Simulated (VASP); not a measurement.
Set up this calculation in VASP 6.6.1, as the native input.

| Property | Result |
| --- | --- |
| Task | electric field gradients |
| Functional | PBE |
| Potentials or basis | VASP PAW PBE potentials, release 64 (Sn_d, Se) |
| Cutoff | 520 eV |
| k mesh | 3 × 8 × 7 |
| Occupations | fermi-dirac, width 0.01 eV |
| Spin | no spin polarisation |
| Dipole correction | no |
| Further INCAR settings | ALGO = Normal; EDIFF = 1e-08; NBANDS = 50 |

The structure of SnSe lies in POSCAR:

```
SnSe
1.0
   11.6644585000      0.0000000000      0.0000000000
    0.0000000000      4.1262509500      0.0000000000
    0.0000000000      0.0000000000      4.7009074500
Sn Se
4 4
Direct
    0.6187868500      0.7500000000      0.3765543000
    0.8812131500      0.2500000000      0.8765543000
    0.3812131500      0.2500000000      0.6234457000
    0.1187868500      0.7500000000      0.1234457000
    0.1485530300      0.2500000000      0.5091818000
    0.6485530300      0.2500000000      0.9908182000
    0.3514469700      0.7500000000      0.0091818000
    0.8514469700      0.7500000000      0.4908182000
```

These files were run (other wordings do the same):

INCAR

```
PREC = Accurate ; ENCUT = 520
EDIFF = 1E-8 ; ISMEAR = -1
SIGMA = 0.01 ; LREAL = F
LASPH = T ; NELM = 60
ALGO = Normal ; ISIF = 2
LWAVE = F ; LCHARG = F
GGA = PE ; LEFG = T
NBANDS = 50
```

KPOINTS

```
Automatic mesh
0
Gamma
  3 8 7
```

Potentials or basis: VASP PAW PBE potentials, release 64 (Sn_d, Se).

Command:

```bash
$ cat potpaw_PBE.64/Sn_d/POTCAR potpaw_PBE.64/Se/POTCAR > POTCAR
$ mpirun -np 1 vasp_std > vasp.out
```

It gave:

```
Pressure                                : 1.1 GPa
Largest force                           : 0.223 eV/Å
Band gap on the k mesh                  : 0.82 eV (least direct gap 1.20 eV)
Largest electric field gradient by atom : Sn -99.1; Se -76.5 V/Å²
```

Caveat: without QUAD_EFG the Cq values of the log hold for a quadrupole moment of 1 mb, not for the nuclei; spin-orbit coupling is left out, which moves the levels of the heavy elements.

Run time: 10 min on 1 thread of Intel Xeon 8259CL, with other jobs on the host, peak memory 0.49 GiB.
